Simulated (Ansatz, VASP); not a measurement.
**One calculation of NaCl, two programs**

```
CELL_PARAMETERS angstrom
3.50219 0.00000 0.00000
0.00000 3.50219 0.00000
0.00000 0.00000 3.50219
ATOMIC_POSITIONS crystal
Na 0.00000 0.00000 0.00000
Cl 0.48764 0.48764 0.48764
```

Change from the starting cell: all Cl atoms moved +0.075 Å, as atom 2 towards its neighbour atom 1 (Na) at 3.033 Å.

Alike in both runs: task single point; functional PBE; k mesh 6 × 6 × 6; occupations gaussian, width 0.05 eV; no spin polarisation.

```csv
,VASP,Ansatz
version,VASP 6.6.1,Ansatz 0.2.0
potentials or method,"VASP PAW PBE potentials, release 64 (Na_pv, Cl), cutoff 520 eV","scalar-relativistic, plane waves, PAW"
valence electrons in the cell,14,16
```

|  | VASP | Ansatz | Ansatz less VASP |
| --- | --- | --- | --- |
| gap on the k mesh at the Fermi level (eV) | 3.98 | 3.98 | 0.000 |
| least direct gap on the mesh (eV) | 4.47 | 4.47 | 0.000 |
| pressure (GPa) | 0.1 | 0.2 | +0.05 |
| rms of the force components (eV/Å) | 0.015 | 0.015 | -0.0002 |

Atom by atom the forces differ by 0.000 eV/Å (rms over components). With one functional, cell and mesh, what is left measures potentials, basis and numerics. VASP's potentials hold 14 valence electrons a cell and Ansatz's 16, so a difference there can come from the potentials and not from the codes.
